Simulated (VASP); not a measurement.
Runs of VASP 6.6.1 on ScMnS3. The structure is that of space group Pm-3m (No. 221), or close to it. The cells are those of the table. 

```csv
task,cell,k mesh,cutoff (eV),gap on the mesh (eV),pressure (GPa),moment (μB),relaxed volume (Å³/atom)
relaxation of cell and atoms,"relaxed from a = 4.671 Å, 5 atoms",4 × 4 × 4,600,none,0.0,3.46,18.65
relaxation of cell and atoms,"relaxed from a = 4.530 Å, 5 atoms",8 × 8 × 8,600,none,0.0,3.68,(b)
single point,"a = 4.671 Å, 5 atoms",4 × 4 × 4,520,none,(a),3.50,-
single point,"a = 4.530 Å, 5 atoms",4 × 4 × 4,520,none,0.2,3.46,-
```

Alike in all rows: level PBE; potentials or basis VASP PAW PBE potentials, release 64 (Sc_sv, Mn_pv, S); spin collinear, ferromagnetic start; smearing gaussian 0.1 eV.

Estimate the missing entries.

(a) -6.2; (b) 18.85.

Caveats: a cell with one magnetic atom can't hold antiferromagnetic order, which such compounds often take; semilocal functionals often make such compounds metallic where correlation or magnetic order opens a gap, which also shifts bond lengths.

A gap of «none» marks levels without a gap at the run's occupations.
